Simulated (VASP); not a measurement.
# Re (P6_3/mmc) in VASP: further runs

The runs below take Re through single point, relaxation of volume and atoms at fixed shape, with PBEsol.

Program: VASP 6.6.1. These are calculated values, not measurements. Logs are shortened: lines on timing, memory, paths and dates and some standing lists are left out, and cuts for length are marked.

## 1. The cell of the first run

It takes space group P6_3/mmc (No. 194, hexagonal). The conventional cell has a = 2.751 Å, b = 2.751 Å, c = 4.442 Å, α = 90.00°, β = 90.00°, γ = 120.00°. Re (site symmetry -6m2) has 12 Re at 2.73 to 2.75 Å within 3.6 Å.

## 2. Single point, PBEsol

INCAR reads:

```
PREC = Accurate
ENCUT = 520
EDIFF = 1E-6
ISMEAR = 0
SIGMA = 0.05
LREAL = F
LASPH = T
NELM = 100
ALGO = Normal
ISIF = 2
LWAVE = F
LCHARG = F
GGA = PS
NBANDS = 14
```

KPOINTS reads:

```
Automatic mesh
0
Gamma
  17 17 9
```

POSCAR reads:

```
Re
1.0
    2.7506873059      0.0000000000      0.0000000000
   -1.3753436530      2.3821650848      0.0000000000
    0.0000000000      0.0000000000      4.4418698057
Re
2
Direct
    0.3333333333      0.6666666667      0.2500000000
    0.6666666667      0.3333333333      0.7500000000
```

Potentials or basis: VASP PAW PBE potentials, release 64 (Re).

The run is started by

```
$ cat potpaw_PBE.64/Re/POTCAR > POTCAR
$ mpirun -np 1 vasp_std > vasp.out
```

OUTCAR:

```text
PREC = Accurate
   ENCUT = 520
   EDIFF = 1E-6
   ISMEAR = 0
   LREAL = F
   LASPH = T
   NELM = 100
   ISIF = 2
   GGA = PS

 ion  position               nearest neighbor table
   1  0.333  0.667  0.250-   2 2.73   2 2.73   2 2.73   2 2.73   2 2.73   2 2.73
   2  0.667  0.333  0.750-   1 2.73   1 2.73   1 2.73   1 2.73   1 2.73   1 2.73

  LATTYP: Found a hexagonal cell.
 ALAT       =     2.7506873059
 C/A-ratio  =     1.6148217924

  Lattice vectors:

 A1 = (   2.7506873059,   0.0000000000,   0.0000000000)
 A2 = (  -1.3753436530,   2.3821650848,   0.0000000000)
 A3 = (   0.0000000000,   0.0000000000,   4.4418698057)

Analysis of symmetry for initial positions (statically):
=====================================================================
 Subroutine PRICEL returns:
 Original cell was already a primitive cell.

 Routine SETGRP: Setting up the symmetry group for a
 hexagonal supercell.

 Subroutine GETGRP returns: Found 24 space group operations
 (whereof 12 operations were pure point group operations)
 out of a pool of 24 trial point group operations.

The static configuration has the point symmetry D_3d.
 The point group associated with its full space group is D_6h.

Analysis of symmetry for dynamics (positions and initial velocities):
=====================================================================
 Subroutine PRICEL returns:
 Original cell was already a primitive cell.

 Routine SETGRP: Setting up the symmetry group for a
 hexagonal supercell.

 Subroutine GETGRP returns: Found 24 space group operations
 (whereof 12 operations were pure point group operations)
 out of a pool of 24 trial point group operations.

The dynamic configuration has the point symmetry D_3d.
 The point group associated with its full space group is D_6h.

 Subroutine INISYM returns: Found 24 space group operations
 (whereof 12 operations are pure point group operations),
 and found     1 'primitive' translations

----------------------------------------------------------------------------------------

                                     Primitive cell

  volume of cell :      29.1058

  direct lattice vectors                    reciprocal lattice vectors
     2.750687306  0.000000000  0.000000000     0.363545503  0.209893094  0.000000000
    -1.375343653  2.382165085  0.000000000     0.000000000  0.419786188  0.000000000
     0.000000000  0.000000000  4.441869806     0.000000000  0.000000000  0.225130417

  length of vectors
     2.750687306  2.750687306  4.441869806     0.419786188  0.419786188  0.225130417

  position of ions in fractional coordinates (direct lattice)
     0.333333333  0.666666667  0.250000000
     0.666666667  0.333333333  0.750000000

  ion indices of the primitive-cell ions
   primitive index   ion index
                 1           1
                 2           2

----------------------------------------------------------------------------------------

 KPOINTS: Automatic mesh

Automatic generation of k-mesh.
 Grid dimensions read from file:
 generate k-points for:   17   17    9

 Generating k-lattice:

  Cartesian coordinates                     Fractional coordinates (reciprocal lattice)
     0.021385030  0.012346653  0.000000000     0.058823529  0.000000000  0.000000000
     0.000000000  0.024693305  0.000000000     0.000000000  0.058823529  0.000000000
     0.000000000  0.000000000  0.025014491     0.000000000  0.000000000  0.111111111

  Length of vectors
     0.024693305  0.024693305  0.025014491

  Shift w.r.t. Gamma in fractional coordinates (k-lattice)
     0.000000000  0.000000000  0.000000000

 Subroutine IBZKPT returns following result:
 ===========================================

 Found    165 irreducible k-points:

 Following reciprocal coordinates:
            Coordinates               Weight
  0.000000  0.000000  0.000000      1.000000
  0.058824  0.000000  0.000000      6.000000
  0.117647  0.000000  0.000000      6.000000
  0.176471  0.000000  0.000000      6.000000
  0.235294  0.000000  0.000000      6.000000
  0.294118  0.000000  0.000000      6.000000
[... 16 lines left out ...]
  0.411765  0.117647  0.000000     12.000000
  0.176471  0.176471  0.000000      6.000000
 [... further k-points ...]
   k-points           NKPTS =    165   k-points in BZ     NKDIM =    165   number of bands    NBANDS=     14
   number of dos      NEDOS =    301   number of ions     NIONS =      2
   total plane-waves  NPLWV =  14400
   dimension x,y,z NGX =    20 NGY =   20 NGZ =   36
   dimension x,y,z NGXF=    40 NGYF=   40 NGZF=   72
   ions per type =               2
   NGX,Y,Z   is equivalent  to a cutoff of  12.09, 12.09, 13.47 a.u.
   NGXF,Y,Z  is equivalent  to a cutoff of  24.18, 24.18, 26.95 a.u.
 SYSTEM =  unknown system
   PREC   = accura    normal or accurate (medium, high low for compatibility)
   ISTART =      0    job   : 0-new  1-cont  2-samecut
   ICHARG =      2    charge: 1-file 2-atom 10-const
   ISPIN  =      1    spin polarized calculation?
   LNONCOLLINEAR =      F non collinear calculations
   LSORBIT =      F    spin-orbit coupling
   LASPH  =      T    aspherical Exc in radial PAW
   ENCUT  =  520.0 eV  38.22 Ry    6.18 a.u.   5.11  5.11  8.26*2*pi/ulx,y,z
   NELM   =    100;   NELMIN=  2; NELMDL= -5     # of ELM steps
   EDIFF  = 0.1E-05   stopping-criterion for ELM
   LREAL  =      F    real-space projection
[... 7 lines left out ...]
   TEBEG  =    0.0;   TEEND  =   0.0 temperature during run
   PSTRESS=    0.0 pullay stress
   NELECT =      14.0000    total number of electrons
   NUPDOWN=      -1.0000    fix difference up-down
   EMIN   =  10.00;   EMAX   =-10.00  energy-range for DOS
   EFERMI =   0.00;   METHOD = LEGACY
   ISMEAR =     0;   SIGMA  =   0.05  broadening in eV -4-tet -1-fermi 0-gaus
   EFERMI_NEDOS =   21; number of points for ismear=-14 and -15
   IALGO  =     38    algorithm
   IMIX   =      4    mixing-type and parameters
     AMIX     =   0.40;   BMIX     =  1.00
     AMIX_MAG =   1.60;   BMIX_MAG =  1.00
  volume/ion in A,a.u.               =      14.55        98.21
  Fermi-wavevector in a.u.,A,eV,Ry     =   1.282698  2.423948 22.385871  1.645315
  Thomas-Fermi vector in A             =   2.414995
   LORBIT       =      0    0 simple, 1 ext, 2 COOP (PROOUT), +10 PAW based schemes
   GGA     = PS    functional components
   LHFCALC =     F    Hartree Fock is set to
   AEXX    =    0.0000 exact exchange contribution
   IVDW    =     0    specifies the selected vdW correction
   LEPSILON=     F    determine dielectric tensor
   LRPA    =     F    only Hartree local field effects (RPA)
 non-spin polarized calculation
 Gauss-broadening in eV      SIGMA  =   0.05
  energy-cutoff  :      520.00
  volume of cell :       29.11
 maximum number of plane-waves:       793
   NGX = 11   NGY = 11   NGZ = 17

 number of electron      14.0000001 magnetization

 Free energy of the ion-electron system (eV)
  ---------------------------------------------------
  ext. energy  EPLUGINS =         0.00000000
  ---------------------------------------------------
  free energy    TOTEN  =       -26.74047003 eV

  energy without entropy =      -26.73865140  energy(sigma->0) =      -26.73956072

 E-fermi :   7.8411     XC(G=0): -13.8797

 val. band max:        7.8405932068   @ k =   0.3529   0.1176   0.3333
 cond. band min:       7.8425275445   @ k =   0.3529   0.1765   0.3333
 fundamental gap:      0.0019343377
 Fermi energy:         7.8410525170

 k-point     1 :       0.0000    0.0000    0.0000
  band No.  band energies     occupation
      1      -2.1205      2.00000
      2       1.1307      2.00000
      3       6.2383      2.00000
      4       6.2383      2.00000
      5       6.2428      2.00000
      6       7.0931      2.00000
      7       7.0931      2.00000
      8       8.0404      0.00000
      9       8.0404      0.00000
     10       8.4907      0.00000
     11      11.2754      0.00000
     12      11.2754      0.00000
     13      17.9999      0.00000
     14      22.0397      0.00000

 k-point     2 :       0.0588    0.0000    0.0000
  band No.  band energies     occupation
      1      -1.9763      2.00000
      2       1.2669      2.00000
      3       5.8428      2.00000
      4       6.3707      2.00000
      5       6.5896      2.00000
      6       6.9889      2.00000
      7       7.2183      2.00000
      8       7.7392      1.99604
      9       7.9270      0.01505
     10       8.1402      0.00000
     11      11.3532      0.00000
     12      11.9335      0.00000
     13      17.9957      0.00000
     14      22.3633      0.00000

 k-point     3 :       0.1176    0.0000    0.0000
  band No.  band energies     occupation
      1      -1.5578      2.00000
      2       1.6461      2.00000
      3       5.3785      2.00000
      4       6.6594      2.00000
      5       6.7304      2.00000
      6       6.7626      2.00000
      7       7.0305      2.00000
      8       7.5878      2.00000
      9       7.6335      2.00000
     10       7.8778      0.29869
     11      11.5433      0.00000
     12      13.2397      0.00000
     13      17.9444      0.00000
     14      23.2474      0.00000
[... 324 lines left out ...]
 k-point    23 :       0.4118    0.1176    0.0000
  band No.  band energies     occupation
      1       2.2472      2.00000
      2       2.3486      2.00000
      3       2.5691      2.00000
      4       5.6361      2.00000
      5       5.7091      2.00000
      6       6.3810      2.00000
      7       7.3080      2.00000
      8      11.3952      0.00000
      9      11.8135      0.00000
     10      11.9985      0.00000
     11      14.0423      0.00000
     12      15.7531      0.00000
     13      18.4102      0.00000
     14      18.8186      0.00000

 k-point    24 :       0.1765    0.1765    0.0000
  band No.  band energies     occupation
      1       1.0621      2.00000
      2       3.3737      2.00000
      3       3.8614      2.00000
      4       3.9200      2.00000
      5       5.8410      2.00000
      6       6.1208      2.00000
      7       7.3604      2.00000
      8       8.3573      0.00000
      9       9.8104      0.00000
     10      10.7767      0.00000
     11      11.8060      0.00000
     12      17.3459      0.00000
     13      18.2454      0.00000
     14      21.9073      0.00000

 [... further k-points ...]

------------------------ aborting loop because EDIFF is reached ----------------------------------------

  FORCE on cell =-STRESS in cart. coord.  units (eV):
  Direction    XX          YY          ZZ          XY          YZ          ZX
  --------------------------------------------------------------------------------------
  -------------------------------------------------------------------------------------
  Total        0.0078185      0.0078185     -0.0060281     -0.0000000      0.0000000     -0.0000000
  in kB        0.4303857      0.4303857     -0.3318269     -0.0000000      0.0000000     -0.0000000
  external PRESSURE =       0.1763148 kB  Pullay stress =       0.0000000 kB

 VOLUME and BASIS-vectors are now :
 -----------------------------------------------------------------------------
  energy-cutoff  :      520.00
  volume of cell :       29.11
      direct lattice vectors                 reciprocal lattice vectors
     2.750687306  0.000000000  0.000000000     0.363545503  0.209893094  0.000000000
    -1.375343653  2.382165085  0.000000000     0.000000000  0.419786188  0.000000000
     0.000000000  0.000000000  4.441869806     0.000000000  0.000000000  0.225130417

 POSITION                                       TOTAL-FORCE (eV/Angst)
 -----------------------------------------------------------------------------------
     -0.00000      1.58811      1.11047        -0.000000      0.000000      0.000000
      1.37534      0.79406      3.33140         0.000000     -0.000000      0.000000
 -----------------------------------------------------------------------------------
    total drift:                               -0.000000      0.000000     -0.000000

  FREE ENERGIE OF THE ION-ELECTRON SYSTEM (eV)
  ---------------------------------------------------
  free  energy   TOTEN  =       -26.7404700313 eV

  energy  without entropy=      -26.7386514020  energy(sigma->0) =      -26.73956072
```

It took 40 s on 1 thread of Intel Xeon Platinum 8488C (Sapphire Rapids), shared host; peak memory 0.18 GiB.

What came out:

```
Free energy            : -26.7405 eV
Pressure               : 0.0 GPa
Band gap on the k mesh : zero (bands 7 and 8 overlap by 3.18 eV)
```

Caveat: the PAW data sets were made with another functional, which shifts forces and pressure a little; spin-orbit coupling is left out, which moves the levels of the heavy elements.

(Continued in part 2 of 2.)
